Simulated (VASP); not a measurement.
# Ir (Fm-3m) in VASP: a series of runs

The runs below take Ir through single point, relaxation of cell and atoms, with PBEsol.

Program: VASP 6.6.1. These are calculated values, not measurements. Logs are shortened: lines on timing, memory, paths and dates and some standing lists are left out, and cuts for length are marked.

### 1 The cell of the first run

It takes space group Fm-3m (No. 225, cubic). The conventional cell has a = 3.831 Å, b = 3.831 Å, c = 3.831 Å, α = 90.00°, β = 90.00°, γ = 90.00°. Ir (site symmetry m-3m) has 12 Ir at 2.71 Å within 3.6 Å.

### 2 Single point, PBEsol

The input, INCAR:

```
SYSTEM = Ir
PREC = Accurate
ENCUT = 520
EDIFF = 1E-6
ISMEAR = -1
SIGMA = 0.05
LREAL = .FALSE.
LASPH = .TRUE.
NELM = 80
ALGO = Normal
ISIF = 2
LWAVE = .FALSE.
LCHARG = .TRUE.
GGA = PS
LELF = .TRUE.
LVHAR = .TRUE.
NBANDS = 10
```

The input, KPOINTS:

```
Automatic mesh
0
G
  10 10 10
  0 0 0
```

The input, POSCAR:

```
Ir
1.0
    0.0000000000      1.9152610737      1.9152610737
    1.9152610737      0.0000000000      1.9152610737
    1.9152610737      1.9152610737      0.0000000000
Ir
1
Direct
    0.0000000000      0.0000000000      0.0000000000
```

Potentials or basis: VASP PAW PBE potentials, release 64 (Ir).

The run is started by

```sh
$ cat potpaw_PBE.64/Ir/POTCAR > POTCAR
$ mpirun -np 1 vasp_std > vasp.out
```

OUTCAR:

```text
SYSTEM = Ir
   PREC = Accurate
   ENCUT = 520
   EDIFF = 1E-6
   ISMEAR = -1
   LREAL = .FALSE.
   LASPH = .TRUE.
   NELM = 80
   ISIF = 2
   GGA = PS

 ion  position               nearest neighbor table
   1  0.000  0.000  0.000-

  LATTYP: Found a face centered cubic cell.
 ALAT       =     3.8305221474

  Lattice vectors:

 A1 = (   0.0000000000,   1.9152610737,   1.9152610737)
 A2 = (   1.9152610737,   0.0000000000,   1.9152610737)
 A3 = (   1.9152610737,   1.9152610737,   0.0000000000)

Analysis of symmetry for initial positions (statically):
=====================================================================
 Subroutine PRICEL returns:
 Original cell was already a primitive cell.

 Routine SETGRP: Setting up the symmetry group for a
 face centered cubic supercell.

 Subroutine GETGRP returns: Found 48 space group operations
 (whereof 48 operations were pure point group operations)
 out of a pool of 48 trial point group operations.

The static configuration has the point symmetry O_h .

Analysis of symmetry for dynamics (positions and initial velocities):
=====================================================================
 Subroutine PRICEL returns:
 Original cell was already a primitive cell.

 Routine SETGRP: Setting up the symmetry group for a
 face centered cubic supercell.

 Subroutine GETGRP returns: Found 48 space group operations
 (whereof 48 operations were pure point group operations)
 out of a pool of 48 trial point group operations.

The dynamic configuration has the point symmetry O_h .

 Subroutine INISYM returns: Found 48 space group operations
 (whereof 48 operations are pure point group operations),
 and found     1 'primitive' translations

----------------------------------------------------------------------------------------

                                     Primitive cell

  volume of cell :      14.0512

  direct lattice vectors                    reciprocal lattice vectors
     0.000000000  1.915261074  1.915261074    -0.261061015  0.261061015  0.261061015
     1.915261074  0.000000000  1.915261074     0.261061015 -0.261061015  0.261061015
     1.915261074  1.915261074  0.000000000     0.261061015  0.261061015 -0.261061015

  length of vectors
     2.708588186  2.708588186  2.708588186     0.452170942  0.452170942  0.452170942

  position of ions in fractional coordinates (direct lattice)
     0.000000000  0.000000000  0.000000000

  ion indices of the primitive-cell ions
   primitive index   ion index
[... 72 lines left out ...]
   NELM   =     80;   NELMIN=  2; NELMDL= -5     # of ELM steps
   EDIFF  = 0.1E-05   stopping-criterion for ELM
   LREAL  =      F    real-space projection
   EDIFFG = 0.1E-04   stopping-criterion for IOM
   NSW    =      0    number of steps for IOM
   IBRION =     -1    ionic relax: 0-MD 1-quasi-New 2-CG
   NFREE  =      0    steps in history (QN), initial steepest desc. (CG)
   ISIF   =      2    stress and relaxation
   ISYM   =      2    0-nonsym 1-usesym 2-fastsym
   POTIM  = 0.5000    time-step for ionic-motion
   TEBEG  =    0.0;   TEEND  =   0.0 temperature during run
   PSTRESS=    0.0 pullay stress
   NELECT =       9.0000    total number of electrons
   NUPDOWN=      -1.0000    fix difference up-down
   EMIN   =  10.00;   EMAX   =-10.00  energy-range for DOS
   EFERMI =   0.00;   METHOD = LEGACY
   ISMEAR =    -1;   SIGMA  =   0.05  broadening in eV -4-tet -1-fermi 0-gaus
   EFERMI_NEDOS =   21; number of points for ismear=-14 and -15
   IALGO  =     38    algorithm
   IMIX   =      4    mixing-type and parameters
     AMIX     =   0.40;   BMIX     =  1.00
     AMIX_MAG =   1.60;   BMIX_MAG =  1.00
  volume/ion in A,a.u.               =      14.05        94.82
  Fermi-wavevector in a.u.,A,eV,Ry     =   1.411186  2.666755 27.095279  1.991447
  Thomas-Fermi vector in A             =   2.533063
   LORBIT       =      0    0 simple, 1 ext, 2 COOP (PROOUT), +10 PAW based schemes
   GGA     = PS    functional components
   LHFCALC =     F    Hartree Fock is set to
   AEXX    =    0.0000 exact exchange contribution
   IVDW    =     0    specifies the selected vdW correction
   LEPSILON=     F    determine dielectric tensor
   LRPA    =     F    only Hartree local field effects (RPA)
 non-spin polarized calculation
  energy-cutoff  :      520.00
  volume of cell :       14.05
 maximum number of plane-waves:       388
   NGX =  9   NGY =  9   NGZ =  9

 number of electron       9.0000000 magnetization

 Free energy of the ion-electron system (eV)
  ---------------------------------------------------
  ext. energy  EPLUGINS =         0.00000000
  ---------------------------------------------------
  free energy    TOTEN  =        -9.82775860 eV

  energy without entropy =       -9.81887373  energy(sigma->0) =       -9.82331616

 E-fermi :  10.4415     XC(G=0): -14.1413

 val. band max:       10.4233892621   @ k =  -0.3000   0.3000   0.1000
 cond. band min:      10.4603602905   @ k =  -0.4000   0.5000   0.1000
 fundamental gap:      0.0369710284
 Fermi energy:        10.4415041272

 k-point     1 :       0.0000    0.0000    0.0000
  band No.  band energies     occupation
      1      -0.8997      2.00000
      2       6.4184      2.00000
      3       6.4184      2.00000
      4       6.4184      2.00000
      5       9.1698      2.00000
      6       9.1698      2.00000
      7      24.6653      0.00000
      8      30.2878      0.00000
      9      30.2878      0.00000
     10      30.2878      0.00000
[... 287 lines left out ...]
 k-point    24 :       0.4000    0.3000    0.0000
  band No.  band energies     occupation
      1       2.9487      2.00000
      2       3.6924      2.00000
      3       7.6547      2.00000
      4       9.4970      2.00000
      5      11.1604      0.00000
      6      11.1762      0.00000
      7      23.2264      0.00000
      8      25.4912      0.00000
      9      26.4655      0.00000
     10      31.4177      0.00000

 [... further k-points ...]
[... 5 lines left out ...]
  --------------------------------------------------------------------------------------
  -------------------------------------------------------------------------------------
  Total        0.0876647      0.0876647      0.0876647     -0.0000000      0.0000000      0.0000000
  in kB        9.9958928      9.9958928      9.9958928     -0.0000000      0.0000000      0.0000000
  external PRESSURE =       9.9958928 kB  Pullay stress =       0.0000000 kB

 VOLUME and BASIS-vectors are now :
 -----------------------------------------------------------------------------
  energy-cutoff  :      520.00
  volume of cell :       14.05
      direct lattice vectors                 reciprocal lattice vectors
     0.000000000  1.915261074  1.915261074    -0.261061015  0.261061015  0.261061015
     1.915261074  0.000000000  1.915261074     0.261061015 -0.261061015  0.261061015
     1.915261074  1.915261074  0.000000000     0.261061015  0.261061015 -0.261061015

 POSITION                                       TOTAL-FORCE (eV/Angst)
 -----------------------------------------------------------------------------------
      0.00000      0.00000      0.00000         0.000000      0.000000      0.000000
 -----------------------------------------------------------------------------------
    total drift:                               -0.000000     -0.000000     -0.000000

  FREE ENERGIE OF THE ION-ELECTRON SYSTEM (eV)
  ---------------------------------------------------
  free  energy   TOTEN  =        -9.8277585970 eV

  energy  without entropy=       -9.8188737293  energy(sigma->0) =       -9.82331616
```

OSZICAR:

```text
N       E                     dE             d eps       ncg     rms          rms(c)
DAV:   1     0.503842467858E+02    0.50384E+02   -0.44739E+03   940   0.824E+02
DAV:   2    -0.954585154161E+01   -0.59930E+02   -0.57363E+02   970   0.204E+02
DAV:   3    -0.104457938271E+02   -0.89994E+00   -0.89811E+00  1068   0.308E+01
DAV:   4    -0.104547722998E+02   -0.89785E-02   -0.89769E-02  1062   0.284E+00
DAV:   5    -0.104549514372E+02   -0.17914E-03   -0.17913E-03  1068   0.389E-01    0.161E+01
DAV:   6    -0.993219500872E+01    0.52276E+00   -0.90622E-01  1036   0.116E+01    0.637E+00
DAV:   7    -0.983489265790E+01    0.97302E-01   -0.28747E-01  1112   0.594E+00    0.142E+00
DAV:   8    -0.983259305283E+01    0.22996E-02   -0.20203E-03  1012   0.446E-01    0.114E+00
DAV:   9    -0.982776437243E+01    0.48287E-02   -0.24576E-03  1038   0.715E-01    0.237E-02
DAV:  10    -0.982775690672E+01    0.74657E-05   -0.13904E-05  1344   0.388E-02    0.204E-02
DAV:  11    -0.982775856772E+01   -0.16610E-05   -0.12129E-06   912   0.695E-03    0.185E-03
DAV:  12    -0.982775859701E+01   -0.29290E-07   -0.26399E-08   502   0.172E-03
   1 F= -.98277586E+01 E0= -.98233162E+01  d E =-.888487E-02
```

It took 7.4 s on 1 thread of AMD EPYC 7R43 (Zen 3), shared host; peak memory 0.09 GiB.

Results:

| Quantity | Value |
| --- | --- |
| Free energy | -9.8278 eV |
| Pressure | 1.0 GPa |

Caveat: the PAW data sets were made with another functional, which shifts forces and pressure a little; spin-orbit coupling is left out, which moves the levels of the heavy elements.

### 3 Relaxation of cell and atoms, PBEsol

The input, INCAR:

```
PREC = Accurate ; ENCUT = 600
EDIFF = 1E-6 ; ISMEAR = -1
SIGMA = 0.05 ; LREAL = False
LASPH = True ; NELM = 80
ALGO = Normal ; ISIF = 3
LWAVE = False ; LCHARG = False
GGA = PS ; IBRION = 2
NSW = 60 ; EDIFFG = -0.02
```

The input, KPOINTS:

```
Automatic mesh
0
Gamma
  10 10 10
```

The input, POSCAR:

```
Ir
1.0
    0.0000000000      1.9156000000      1.9156000000
    1.9156000000      0.0000000000      1.9156000000
    1.9156000000      1.9156000000      0.0000000000
Ir
1
Direct
    0.0000000000      0.0000000000      0.0000000000
```

Potentials or basis: VASP PAW PBE potentials, release 64 (Ir).

The run is started by

```sh
$ cat potpaw_PBE.64/Ir/POTCAR > POTCAR
$ mpirun -np 1 vasp_std > vasp.out
```

Run time: 15 s. Hardware: 1 thread of AMD EPYC 7R43 (Zen 3), shared host; peak memory 0.12 GiB.

It converged, with:

* Free energy: -9.8279 eV
* Relaxed volume: 14.09 Å³/atom
* Relaxed cell: a = 2.711 Å, b = 2.711 Å, c = 2.711 Å, α = 60.00°, β = 60.00°, γ = 60.00°
* Space group after relaxing (to 0.05 Å): Fm-3m (No. 225)
* Energy gained by relaxing: 0.1 meV/atom
* Ionic steps: 3
* Pressure after relaxing: 0.0 GPa

Final structure:
```cif
data_structure
_symmetry_space_group_name_H-M 'P 1'
_symmetry_Int_Tables_number 1
_cell_length_a 2.7110
_cell_length_b 2.7110
_cell_length_c 2.7110
_cell_angle_alpha 60.000
_cell_angle_beta 60.000
_cell_angle_gamma 60.000
_cell_volume 14.09
loop_
_atom_site_label
_atom_site_type_symbol
_atom_site_fract_x
_atom_site_fract_y
_atom_site_fract_z
_atom_site_occupancy
Ir1 Ir 0.00000 0.00000 0.00000 1
```

Levels at points of the mesh, in eV from the Fermi level:
```csv
k point,band 1,band 2,band 3,band 4,band 5,band 6,band 7,band 8
"(0.00, 0.00, 0.00)",-11.31,-4.01,-4.01,-4.01,-1.27,-1.27,14.23,19.84
"(0.50, 0.00, 0.00)",-8.26,-4.10,-4.10,-0.90,0.84,0.84,7.19,13.76
"(0.50, 0.50, 0.00)",-8.06,-7.49,0.82,1.41,1.41,1.57,10.44,11.61
```

Caveat: the PAW data sets were made with another functional, which shifts forces and pressure a little; spin-orbit coupling is left out, which moves the levels of the heavy elements.
